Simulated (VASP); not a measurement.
Set up this calculation in VASP 6.6.1, as the native input.

| Item | Value |
| --- | --- |
| Task | single point |
| Functional | PBE |
| Dispersion | D3(BJ) |
| Potentials or basis | VASP PAW PBE potentials, release 64 (Ru_pv) |
| Cutoff | 520 eV |
| k mesh | 8 × 8 × 5 |
| Occupations | fermi-dirac, width 0.02 eV |
| Spin | non-collinear spin, zero start, spin-orbit coupling |
| Starting moments | [[0.0, 0.0, 0.0], [0.0, 0.0, 0.0]] μB |
| Dipole correction | no |
| Further INCAR settings | ALGO = Normal; EDIFF = 1e-07; NBANDS = 40 |

The structure of Ru lies in POSCAR:

```
Ru
1.0
    2.6876397213      0.0000000000      0.0000000000
   -1.3438198606      2.3275642749      0.0000000000
    0.0000000000      0.0000000000      4.2531615502
Ru
2
Direct
    0.6666666667      0.3333333333      0.7500000000
    0.3333333333      0.6666666667      0.2500000000
```

The input as run:

INCAR

```
PREC = Accurate
ENCUT = 520
EDIFF = 1E-7
ISMEAR = -1
SIGMA = 0.02
LREAL = False
LASPH = True
NELM = 150
ALGO = Normal
ISIF = 2
LWAVE = False
LCHARG = False
MAGMOM = 0 0 0 0 0 0
LORBIT = 11
LSORBIT = True
GGA_COMPAT = False
LORBMOM = True
LMAXMIX = 4
GGA = PE
IVDW = 12
NBANDS = 40
```

KPOINTS

```
regular mesh
0
Gamma
  8 8 5
```

Potentials or basis: VASP PAW PBE potentials, release 64 (Ru_pv).

Command:

```bash
$ cat potpaw_PBE.64/Ru_pv/POTCAR > POTCAR
$ mpirun -np 1 vasp_ncl > vasp.out
```

It gave:

| Property | Result |
| --- | --- |
| Pressure | 3.3 GPa |
| Net moment | 0.00 μB per cell |
| Valence electrons inside the program's atomic spheres | Ru 12.72 |
| Dispersion energy per atom | -0.637 eV |

Caveat: the cell stands under pressure.

Wall time 34 s on 1 thread of Intel(R) Xeon(R) 6975P-C (Granite Rapids), on a shared host, peak memory 0.22 GiB.
